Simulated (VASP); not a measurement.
A run of VASP 6.6.1 is set up as follows.

File INCAR:

```
PREC     = Accurate       # precision mode
ENCUT    = 520            # plane-wave cutoff, eV
EDIFF    = 1E-8           # SCF threshold, eV
ISMEAR   = -1             # smearing method
SIGMA    = 0.03           # smearing width, eV
LREAL    = F              # projectors in reciprocal space
LASPH    = T              # aspherical terms in the spheres
NELM     = 100            # most SCF steps
ALGO     = Normal         # electronic algorithm
ISIF     = 2              # what is computed and relaxed
LWAVE    = F              # write WAVECAR
LCHARG   = F              # write CHGCAR
GGA      = PS             # functional
LEFG     = T            
NBANDS   = 12             # bands
```

The input KPOINTS:

```
regular mesh
0
Gamma
  12 12 12
```

The input POSCAR:

```
Sc
1.0
    0.0000000000      2.3003784264      2.3003784264
    2.3003784264      0.0000000000      2.3003784264
    2.3003784264      2.3003784264      0.0000000000
Sc
1
Direct
    0.0000000000      0.0000000000      0.0000000000
```

Potentials or basis: VASP PAW PBE potentials, release 64 (Sc_sv).

The run is started by

```console
$ cat potpaw_PBE.64/Sc_sv/POTCAR > POTCAR
$ mpirun -np 1 vasp_std > vasp.out
```

Task: What does it give for the band gap on the k mesh?

Result: Zero (an odd number of electrons rules out a gap without spin polarisation).

Task: Estimate the pressure.

Result: -1.6 GPa.

Caveat: the PAW data sets were made with another functional, which shifts forces and pressure a little.
